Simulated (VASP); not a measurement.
A run of VASP 6.6.1 is set up as follows.

File INCAR:

```
SYSTEM = LiDy4Ru
  PREC = Accurate
  ENCUT = 750
  EDIFF = 1E-6
  ISMEAR = 0
  SIGMA = 0.1
  LREAL = .FALSE.
  LASPH = .TRUE.
  NELM = 200
  ALGO = Normal
  ISIF = 2
  LWAVE = .FALSE.
  LCHARG = .TRUE.
  GGA = PE
  LELF = .TRUE.
  LVHAR = .TRUE.
  NBANDS = 36
  GGA_COMPAT = .FALSE.
  LMAXMIX = 6
```

Contents of KPOINTS:

```
Automatic mesh
0
G
  10 10 4
  0 0 0
```

Contents of POSCAR:

```
LiDy4Ru
1.0
    3.4857090844      0.0000000000      0.0000000000
    0.0000000000      3.4857090844      0.0000000000
    0.0000000000      0.0000000000     12.2342167970
Li Dy Ru
1 4 1
Direct
    0.0000000000      0.0000000000      0.4534750212
    0.5000000000      0.5000000000      0.3154339191
    0.0000000000      0.0000000000      0.6740867886
    0.5000000000      0.5000000000      0.9087020492
    0.0000000000      0.0000000000      0.1081503991
    0.5000000000      0.5000000000      0.5401507927
```

Potentials or basis: VASP PAW PBE potentials, release 64 (Li_sv, Dy_3, Ru_pv), 4f in core.

Command:

```sh
$ cat potpaw_PBE.64/Li_sv/POTCAR potpaw_PBE.64/Dy_3/POTCAR potpaw_PBE.64/Ru_pv/POTCAR > POTCAR
$ mpirun -np 1 vasp_std > vasp.out
```

What does it give for the largest force?

0.018 eV/Å.

Predict the band gap on the k mesh.

zero (an odd number of electrons rules out a gap without spin polarisation).

Forces on the atoms (eV/Å):
```
Li   0.000  0.000  0.009
Dy   0.000  0.000  0.004
Dy   0.000  0.000 -0.018
Dy   0.000  0.000 -0.015
Dy   0.000  0.000  0.005
Ru   0.000  0.000  0.015
```

Caveat: spin-orbit coupling is left out, which moves the levels of the heavy elements; the 4f electrons are frozen in the core, so they carry no moment and show no levels. Spin polarisation is off, so any magnetic state and its effect on volume and gap are missing.
